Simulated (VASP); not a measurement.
# AlN (P6_3mc) in VASP: relaxation of cell and atoms with r2SCAN

Aim: the relaxation of cell and atoms of AlN with r2SCAN.

Everything below comes from runs of VASP 6.6.1. Logs are shortened: lines on timing, memory, paths and dates and some standing lists are left out, and cuts for length are marked.

### 1 The cell of the first run

Symmetry: P6_3mc, No. 186, hexagonal system. Conventional cell: a = 3.107 Å, b = 3.107 Å, c = 4.979 Å, α = 90.00°, β = 90.00°, γ = 120.00°. Within 2.5 Å of Al (site symmetry 3m) lie 4 N at 1.89 to 1.90 Å. Within 2.5 Å of N (site symmetry 3m) lie 4 Al at 1.89 to 1.90 Å.

### 2 Relaxation of cell and atoms, r2SCAN

File POSCAR:

```
AlN
1.0
    0.0000000000      0.0000000000     -4.9790956405
   -3.1066583017      5.3808900203      0.0000000000
    6.2133166034      0.0000000000      0.0000000000
Al N
8 8
Direct
    0.5032997568      0.1666666667      0.3333333333
    0.5032997568      0.6666666667      0.3333333333
    0.5032997568      0.1666666667      0.8333333333
    0.5032997568      0.6666666667      0.8333333333
    0.0032997568      0.3333333333      0.1666666667
    0.0032997568      0.8333333333      0.1666666667
    0.0032997568      0.3333333333      0.6666666667
    0.0032997568      0.8333333333      0.6666666667
    0.1217002432      0.1666666667      0.3333333333
    0.1217002432      0.6666666667      0.3333333333
    0.1217002432      0.1666666667      0.8333333333
    0.1217002432      0.6666666667      0.8333333333
    0.6217002432      0.3333333333      0.1666666667
    0.6217002432      0.8333333333      0.1666666667
    0.6217002432      0.3333333333      0.6666666667
    0.6217002432      0.8333333333      0.6666666667
```

File INCAR.step1:

```
SYSTEM = AlN
PREC     = Accurate       ! precision mode
ENCUT    = 600            ! plane-wave cutoff, eV
ISMEAR   = 0              ! smearing method
SIGMA    = 0.02           ! smearing width, eV
LREAL    = Auto         
LASPH    = .TRUE.         ! aspherical terms in the spheres
NELM     = 60             ! most SCF steps
GGA      = PE             ! functional
ALGO     = Normal         ! electronic algorithm
EDIFF    = 1E-4           ! SCF threshold, eV
LWAVE    = .TRUE.         ! write WAVECAR
LCHARG   = .FALSE.        ! write CHGCAR
```

File INCAR.step2:

```
SYSTEM = AlN
PREC     = Accurate       ! precision mode
ENCUT    = 600            ! plane-wave cutoff, eV
EDIFF    = 1E-7           ! SCF threshold, eV
ISMEAR   = 0              ! smearing method
SIGMA    = 0.02           ! smearing width, eV
LREAL    = Auto         
LASPH    = .TRUE.         ! aspherical terms in the spheres
NELM     = 60             ! most SCF steps
ALGO     = Normal         ! electronic algorithm
ISIF     = 3              ! what is computed and relaxed
LWAVE    = .FALSE.        ! write WAVECAR
LCHARG   = .FALSE.        ! write CHGCAR
METAGGA  = R2SCAN         ! meta-GGA
LMIXTAU  = .TRUE.       
IBRION   = 2              ! ionic algorithm
NSW      = 80             ! ionic steps
EDIFFG   = -0.015         ! ionic threshold
ISTART   = 1
```

File KPOINTS:

```
Automatic mesh
0
G
  6 6 6
  0 0 0
```

Potentials or basis: VASP PAW PBE potentials, release 64 (Al, N).

Launch:

```bash
cat potpaw_PBE.64/Al/POTCAR potpaw_PBE.64/N/POTCAR > POTCAR
cp INCAR.step1 INCAR
mpirun -np 1 vasp_std > vasp.out
cp INCAR.step2 INCAR
mpirun -np 1 vasp_std > vasp.out
```

OUTCAR:

```text
SYSTEM = AlN
   PREC = Accurate
   ENCUT = 600
   EDIFF = 1E-7
   ISMEAR = 0
   LREAL = Auto
   LASPH = .TRUE.
   NELM = 60
   ISIF = 3
   METAGGA = R2SCAN
   IBRION = 2
   NSW = 80
   EDIFFG = -0.015
   ISTART = 1

 ion  position               nearest neighbor table
   1  0.503  0.167  0.333-  13 1.89  14 1.89  15 1.89   9 1.90   5 3.07   5 3.07   6 3.07   6 3.07
                             7 3.07   7 3.07   4 3.11   4 3.11   2 3.11   2 3.11   3 3.11   3 3.11
   2  0.503  0.667  0.333-  14 1.89  13 1.89  16 1.89  10 1.90   6 3.07   6 3.07   5 3.07   5 3.07
                             8 3.07   8 3.07   3 3.11   3 3.11   1 3.11   1 3.11   4 3.11   4 3.11
   3  0.503  0.167  0.833-  15 1.89  16 1.89  13 1.89  11 1.90   7 3.07   7 3.07   8 3.07   8 3.07
                             5 3.07   5 3.07   2 3.11   4 3.11   2 3.11   4 3.11   1 3.11   1 3.11
   4  0.503  0.667  0.833-  16 1.89  15 1.89  14 1.89  12 1.90   8 3.07   8 3.07   7 3.07   7 3.07
                             6 3.07   6 3.07   1 3.11   3 3.11   1 3.11   3 3.11   2 3.11   2 3.11
   5  0.003  0.333  0.167-   9 1.89  10 1.89  11 1.89  13 1.90   1 3.07   1 3.07   2 3.07   2 3.07
                             3 3.07   3 3.07   8 3.11   6 3.11   8 3.11   6 3.11   7 3.11   7 3.11
   6  0.003  0.833  0.167-  10 1.89   9 1.89  12 1.89  14 1.90   2 3.07   2 3.07   1 3.07   1 3.07
                             4 3.07   4 3.07   7 3.11   5 3.11   7 3.11   5 3.11   8 3.11   8 3.11
   7  0.003  0.333  0.667-  11 1.89  12 1.89   9 1.89  15 1.90   3 3.07   3 3.07   4 3.07   4 3.07
                             1 3.07   1 3.07   6 3.11   6 3.11   8 3.11   8 3.11   5 3.11   5 3.11
   8  0.003  0.833  0.667-  12 1.89  11 1.89  10 1.89  16 1.90   4 3.07   4 3.07   3 3.07   3 3.07
                             2 3.07   2 3.07   5 3.11   5 3.11   7 3.11   7 3.11   6 3.11   6 3.11
   9  0.122  0.167  0.333-   5 1.89   6 1.89   7 1.89   1 1.90
[... 14 lines left out ...]
 A1 = (  -3.1066583017,   5.3808900203,   0.0000000000)
 A2 = (   6.2133166034,   0.0000000000,   0.0000000000)
 A3 = (   0.0000000000,   0.0000000000,  -4.9790956405)

Analysis of symmetry for initial positions (statically):
=====================================================================
 Subroutine PRICEL returns following result:

  LATTYP: Found a hexagonal cell.
 ALAT       =     3.1066583017
 C/A-ratio  =     1.6027175045

  Lattice vectors:

 A1 = (  -1.5533291508,   2.6904450101,   0.0000000000)
 A2 = (   3.1066583017,   0.0000000000,   0.0000000000)
 A3 = (   0.0000000000,   0.0000000000,  -4.9790956405)

   4 primitive cells build up your supercell.

 Routine SETGRP: Setting up the symmetry group for a
 hexagonal supercell.

 Subroutine GETGRP returns: Found 12 space group operations
 (whereof  6 operations were pure point group operations)
 out of a pool of 24 trial point group operations.
[... 146 lines left out ...]
   EFERMI =   0.00;   METHOD = LEGACY
   ISMEAR =     0;   SIGMA  =   0.02  broadening in eV -4-tet -1-fermi 0-gaus
   EFERMI_NEDOS =   21; number of points for ismear=-14 and -15
   IALGO  =     38    algorithm
   IMIX   =      4    mixing-type and parameters
     AMIX     =   0.40;   BMIX     =  1.00
     AMIX_MAG =   1.60;   BMIX_MAG =  1.00
  volume/ion in A,a.u.               =      10.40        70.21
  Fermi-wavevector in a.u.,A,eV,Ry     =   1.190398  2.249526 19.280095  1.417047
  Thomas-Fermi vector in A             =   2.326483
   LORBIT       =      0    0 simple, 1 ext, 2 COOP (PROOUT), +10 PAW based schemes
   METAGGA = R2SCAN    functional components
   LHFCALC =     F    Hartree Fock is set to
   AEXX    =    0.0000 exact exchange contribution
   IVDW    =     0    specifies the selected vdW correction
   LEPSILON=     F    determine dielectric tensor
   LRPA    =     F    only Hartree local field effects (RPA)
 conjugate gradient relaxation of ions
 non-spin polarized calculation
 Gauss-broadening in eV      SIGMA  =   0.02
  energy-cutoff  :      600.00
  volume of cell :      166.47
 maximum number of plane-waves:      5624
 NGX is ok and might be reduce to    40
   NGX = 19   NGY = 25   NGZ = 25

--------------------------------------- Ionic step        1  -------------------------------------------

 number of electron      63.9999994 magnetization

 Free energy of the ion-electron system (eV)
  ---------------------------------------------------
  ext. energy  EPLUGINS =         0.00000000
  ---------------------------------------------------
  free energy    TOTEN  =      -153.82560063 eV

  energy without entropy =     -153.82560063  energy(sigma->0) =     -153.82560063

------------------------ aborting loop because EDIFF is reached ----------------------------------------

  FORCE on cell =-STRESS in cart. coord.  units (eV):
  Direction    XX          YY          ZZ          XY          YZ          ZX
  --------------------------------------------------------------------------------------
  -------------------------------------------------------------------------------------
  Total       -0.3403747     -0.3403747     -0.3653833      0.0000000      0.0000000      0.0000000
  in kB       -3.2759694     -3.2759694     -3.5166662      0.0000000      0.0000000      0.0000000
  external PRESSURE =      -3.3562017 kB  Pullay stress =       0.0000000 kB
[... 87 lines left out ...]
--------------------------------------- Ionic step        3  -------------------------------------------

 number of electron      63.9999994 magnetization

 Free energy of the ion-electron system (eV)
  ---------------------------------------------------
  ext. energy  EPLUGINS =         0.00000000
  ---------------------------------------------------
  free energy    TOTEN  =      -153.82581662 eV

  energy without entropy =     -153.82581662  energy(sigma->0) =     -153.82581662

 E-fermi :   6.0716     XC(G=0): -11.4220

 val. band max:        5.9292759423   @ k =   0.0000   0.0000   0.0000
 cond. band min:      10.8608039184   @ k =   0.0000   0.0000   0.0000
 fundamental gap:      4.9315279761
 Fermi energy:         6.0716098289

 k-point     1 :       0.0000    0.0000    0.0000
  band No.  band energies     occupation
      1     -10.0589      2.00000
      2      -8.1075      2.00000
      3      -8.1075      2.00000
      4      -8.1075      2.00000
      5      -7.9337      2.00000
      6      -7.4177      2.00000
[... 1045 lines left out ...]
     40      13.5667      0.00000
     41      15.3008      0.00000

 [... further k-points ...]

------------------------ aborting loop because EDIFF is reached ----------------------------------------

  FORCE on cell =-STRESS in cart. coord.  units (eV):
  Direction    XX          YY          ZZ          XY          YZ          ZX
  --------------------------------------------------------------------------------------
  -------------------------------------------------------------------------------------
  Total       -0.0437846     -0.0437846     -0.0835280      0.0000000     -0.0000000      0.0000000
  in kB       -0.4219597     -0.4219597     -0.8049746      0.0000000     -0.0000000      0.0000000
  external PRESSURE =      -0.5496313 kB  Pullay stress =       0.0000000 kB
[... 31 lines left out ...]
  FREE ENERGIE OF THE ION-ELECTRON SYSTEM (eV)
  ---------------------------------------------------
  free  energy   TOTEN  =      -153.8258166181 eV

  energy  without entropy=     -153.8258166181  energy(sigma->0) =     -153.82581662

 reached required accuracy - stopping structural energy minimisation
```

OSZICAR.step1:

```text
N       E                     dE             d eps       ncg     rms          rms(c)
DAV:   1     0.301753118126E+03    0.30175E+03   -0.32673E+04  2296   0.158E+03
DAV:   2    -0.110259743749E+03   -0.41201E+03   -0.39547E+03  3053   0.298E+02
DAV:   3    -0.137741286061E+03   -0.27482E+02   -0.27322E+02  2800   0.895E+01
DAV:   4    -0.138129520501E+03   -0.38823E+00   -0.38725E+00  2712   0.112E+01
DAV:   5    -0.138137384729E+03   -0.78642E-02   -0.78614E-02  2687   0.151E+00    0.244E+01
DAV:   6    -0.119093456029E+03    0.19044E+02   -0.83429E+01  2685   0.389E+01    0.843E+00
DAV:   7    -0.119127416990E+03   -0.33961E-01   -0.22924E+00  2664   0.762E+00    0.567E+00
DAV:   8    -0.119089943392E+03    0.37474E-01   -0.19942E-01  2557   0.305E+00    0.710E-01
DAV:   9    -0.119083436298E+03    0.65071E-02   -0.35648E-02  2760   0.754E-01    0.450E-01
DAV:  10    -0.119085450862E+03   -0.20146E-02   -0.86392E-03  2675   0.402E-01    0.220E-01
DAV:  11    -0.119085119834E+03    0.33103E-03   -0.13395E-03  2587   0.152E-01    0.509E-02
DAV:  12    -0.119085127202E+03   -0.73675E-05   -0.25103E-05  1429   0.341E-02
   1 F= -.11908513E+03 E0= -.11908513E+03  d E =-.658699E-14
```

Wall time 60 min (1 thread of Oxide Virtual Turin-like, shared host); peak memory 0.4 GiB.

Results:

* Free energy: -153.8258 eV
* Relaxed volume: 10.39 Å³/atom
* Relaxed cell: a = 4.977 Å, b = 6.211 Å, c = 6.211 Å, α = 120.00°, β = 90.00°, γ = 90.00°
* Space group after relaxing (to 0.1 Å): P6_3mc (No. 186)
* Energy gained by relaxing: 0.0 meV/atom
* Ionic steps: 3
* Pressure after relaxing: -0.1 GPa
* Band gap on the k mesh: 4.93 eV

The path:
```csv
step,energy change (eV),largest force (eV/Å),pressure (GPa),volume (Å³)
1,0.0000,0.0016,-0.34,166.47
2,0.0001,0.0017,0.35,165.94
3,-0.0002,0.0015,-0.05,166.25
```

Final structure:
```
Al N
1.0
     0.00000    0.00000   -4.97682
    -3.10534    5.37860    0.00000
     6.21068    0.00000    0.00000
Al N
8 8
Direct
  0.50331 0.16667 0.33333
  0.50331 0.66667 0.33333
  0.50331 0.16667 0.83333
  0.50331 0.66667 0.83333
  0.00331 0.33333 0.16667
  0.00331 0.83333 0.16667
  0.00331 0.33333 0.66667
  0.00331 0.83333 0.66667
  0.12169 0.16667 0.33333
  0.12169 0.66667 0.33333
  0.12169 0.16667 0.83333
  0.12169 0.66667 0.83333
  0.62169 0.33333 0.16667
  0.62169 0.83333 0.16667
  0.62169 0.33333 0.66667
  0.62169 0.83333 0.66667
```

Levels at points of the mesh, in eV from the valence-band top:
```csv
k point,band 30,band 31,band 32,band 33,band 34,band 35
"(0.00, 0.00, 0.00)",-0.22,-0.22,0.00,4.93,6.45,6.45
"(0.50, 0.00, 0.00)",-0.56,-0.56,-0.56,6.00,6.00,6.00
"(0.00, 0.50, 0.00)",-0.44,-0.43,-0.43,6.38,6.38,6.95
"(0.50, 0.50, 0.00)",-0.98,-0.98,-0.98,7.28,7.28,7.28
```

Caveat: the PAW data sets were made with another functional, which shifts forces and pressure a little. A k mesh can miss the band edges.
